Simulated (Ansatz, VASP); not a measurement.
H13C3S2: VASP beside Ansatz

File INCAR:

```
  PREC = Accurate
  ENCUT = 520
  EDIFF = 1E-6
  ISMEAR = -1
  SIGMA = 0.05
  LREAL = Auto
  LASPH = T
  NELM = 60
  ALGO = Normal
  ISIF = 2
  LWAVE = F
  LCHARG = F
  GGA = PE
  IVDW = 12
  IBRION = 2
  NSW = 35
  EDIFFG = -0.3
```

KPOINTS

```
regular mesh
0
Gamma
  1 1 1
```

The input POSCAR:

```
H13C3S2
1.0
    8.7538210000      0.0000000000      0.0000000000
    0.0000000000      8.7538210000      0.0000000000
    0.0000000000      0.0000000000      8.7538210000
C H S
6 26 4
Direct
    0.7411156000     -0.0039498000      0.1793085000
    0.6230160000      0.1222842000      0.1582542000
    0.3955497000      0.5445555000      0.9684982000
    0.5524938000      0.5169670000      0.8982612000
    0.6815771000      0.1758925000      0.6075472000
    0.7882164000      0.0587578000      0.5352053000
    0.7734718000     -0.0159190000      0.2992893000
    0.6967747000     -0.1141105000      0.1407842000
    0.8449091000      0.0200475000      0.1142191000
    0.5906598000      0.1342534000      0.0382734000
    0.5192225000      0.0982869000      0.2233436000
    0.6673569000      0.2324449000      0.1967785000
    0.3328482000      0.6324117000      0.9057654000
    0.3266029000      0.4404870000      0.9671967000
    0.4051919000      0.5822146000      1.0871339000
    0.6151953000      0.4291108000      0.9609940000
    0.5428516000      0.4793079000      0.7796255000
    0.6214406000      0.6210355000      0.8995627000
    0.5980797000      0.2180341000      0.5248559000
    0.6185457000      0.1264586000      0.7033018000
    0.7452061000      0.2742435000      0.6507217000
    0.8717137000      0.0166162000      0.6178966000
    0.7245874000     -0.0395932000      0.4920308000
    0.8512478000      0.1081917000      0.4394507000
    0.1175858000      0.1275794000      0.6917440000
    0.0989939000     -0.0914929000      0.7265184000
    0.0614991000      0.5551692000      0.9429714000
    0.0839792000      0.3337373000      0.9461553000
    0.2554562000      0.1161940000      0.1881339000
    0.1508154000     -0.0427679000      0.0726827000
    0.9918905000      0.5113574000      0.5904471000
    0.9684238000      0.2900117000      0.5921674000
    0.1157471000      0.0338464000      0.8126747000
    0.0568088000      0.4443284000      1.0483555000
    0.1432623000      0.0154130000      0.2140030000
    0.9888309000      0.4005783000      0.6959559000
```

Input for Ansatz:

```yaml
accuracy: low
crystal:
  lattice:
    - [8.753821, 0.0, 0.0]
    - [0.0, 8.753821, 0.0]
    - [0.0, 0.0, 8.753821]
  atoms:
    - { symbol: C, position: [0.7411156, -0.0039498, 0.1793085] }
    - { symbol: C, position: [0.623016, 0.1222842, 0.1582542] }
    - { symbol: H, position: [0.7734718, -0.015919, 0.2992893] }
    - { symbol: H, position: [0.6967747, -0.1141105, 0.1407842] }
    - { symbol: H, position: [0.8449091, 0.0200475, 0.1142191] }
    - { symbol: H, position: [0.5906598, 0.1342534, 0.0382734] }
    - { symbol: H, position: [0.5192225, 0.0982869, 0.2233436] }
    - { symbol: H, position: [0.6673569, 0.2324449, 0.1967785] }
    - { symbol: C, position: [0.3955497, 0.5445555, 0.9684982] }
    - { symbol: C, position: [0.5524938, 0.516967, 0.8982612] }
    - { symbol: H, position: [0.3328482, 0.6324117, 0.9057654] }
    - { symbol: H, position: [0.3266029, 0.440487, 0.9671967] }
    - { symbol: H, position: [0.4051919, 0.5822146, 1.0871339] }
    - { symbol: H, position: [0.6151953, 0.4291108, 0.960994] }
    - { symbol: H, position: [0.5428516, 0.4793079, 0.7796255] }
    - { symbol: H, position: [0.6214406, 0.6210355, 0.8995627] }
    - { symbol: C, position: [0.6815771, 0.1758925, 0.6075472] }
    - { symbol: C, position: [0.7882164, 0.0587578, 0.5352053] }
    - { symbol: H, position: [0.5980797, 0.2180341, 0.5248559] }
    - { symbol: H, position: [0.6185457, 0.1264586, 0.7033018] }
    - { symbol: H, position: [0.7452061, 0.2742435, 0.6507217] }
    - { symbol: H, position: [0.8717137, 0.0166162, 0.6178966] }
    - { symbol: H, position: [0.7245874, -0.0395932, 0.4920308] }
    - { symbol: H, position: [0.8512478, 0.1081917, 0.4394507] }
    - { symbol: S, position: [0.1157471, 0.0338464, 0.8126747] }
    - { symbol: H, position: [0.1175858, 0.1275794, 0.691744] }
    - { symbol: H, position: [0.0989939, -0.0914929, 0.7265184] }
    - { symbol: S, position: [0.0568088, 0.4443284, 1.0483555] }
    - { symbol: H, position: [0.0614991, 0.5551692, 0.9429714] }
    - { symbol: H, position: [0.0839792, 0.3337373, 0.9461553] }
    - { symbol: S, position: [0.1432623, 0.015413, 0.214003] }
    - { symbol: H, position: [0.2554562, 0.116194, 0.1881339] }
    - { symbol: H, position: [0.1508154, -0.0427679, 0.0726827] }
    - { symbol: S, position: [0.9888309, 0.4005783, 0.6959559] }
    - { symbol: H, position: [0.9918905, 0.5113574, 0.5904471] }
    - { symbol: H, position: [0.9684238, 0.2900117, 0.5921674] }
basis:
  ecutwfc: 420.0
kpoints:
  mp_grid: { grid: [1, 1, 1] }
hamiltonian:
  xc: pbe
  dispersion: d3bj
scf:
  occupations: { method: fermi_dirac, width: 0.05 }
  lower_state_search: "off"
relax:
  f_tol: 0.3
  max_steps: 15
  adjacent_minimum: "off"
output:
  write_density: true
  write_potential: true
  elf: true
  volumetric_format: npy
```

Alike in both runs: task relaxation of the atoms; functional PBE; dispersion D3(BJ); k mesh 1 × 1 × 1; occupations fermi-dirac, width 0.05 eV; no spin polarisation.

```csv
,VASP,Ansatz
version,VASP 6.6.1,Ansatz 0.2.0
potentials or method,"VASP PAW PBE potentials, release 64 (C, H, S), cutoff 520 eV","scalar-relativistic, plane waves, PAW"
valence electrons in the cell,74,74
```

Ansatz gave:

```
gap on the k mesh at the Fermi level, each at its own relaxed structure (eV) : 4.32
```

Estimate VASP's values.

gap on the k mesh at the Fermi level, each at its own relaxed structure (eV): 4.17.

Ansatz's warnings: xc potential rough in thin density.
